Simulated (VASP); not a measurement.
A run of VASP 6.6.1 is set up as follows.

File INCAR:

```
SYSTEM = Ge2BiO2
PREC = Accurate
ENCUT = 520
EDIFF = 1E-6
ISMEAR = 0
SIGMA = 0.1
LREAL = .False.
LASPH = .True.
NELM = 60
ALGO = Normal
ISIF = 2
LWAVE = .False.
LCHARG = .False.
GGA = PE
NBANDS = 36
```

File KPOINTS:

```
Automatic mesh
0
Gamma
  6 6 4
  0 0 0
```

POSCAR

```
Ge2BiO2
1.0
    4.3447533900      0.0000000000      0.0000000000
   -2.1723766900      3.7626668100      0.0000000000
    0.0000000000      0.0000000000      5.3170910400
Ge Bi O
2 1 2
Direct
    0.3333333300      0.6666666700      0.7264851800
    0.6666666700      0.3333333300      0.7264851800
    0.0000000000      0.0000000000      0.3368809400
    0.3333333300      0.6666666700      0.9774233800
    0.6666666700      0.3333333300      0.9774233800
```

Potentials or basis: VASP PAW PBE potentials, release 64 (Ge_d, Bi_d, O).

Launch:

```sh
$ cat potpaw_PBE.64/Ge_d/POTCAR potpaw_PBE.64/Bi_d/POTCAR potpaw_PBE.64/O/POTCAR > POTCAR
$ mpirun -np 1 vasp_std > vasp.out
```

Task: Predict the largest force.

Result: 31.725 eV/Å.

Task: What does it give for the pressure?

Result: 60.4 GPa.

Task: Predict the band gap on the k mesh.

Result: Zero (an odd number of electrons rules out a gap without spin polarisation).

Stress tensor (GPa, compression positive):
```
 17.29   0.00   0.00
  0.00  17.29   0.00
  0.00   0.00 146.69
```

Caveat: the stress differs along the axes, from 17 to 147 GPa; spin-orbit coupling is left out, which moves the levels of the heavy elements; an odd number of electrons without spin polarisation forces a metal; a magnetic or distorted state may lie lower.
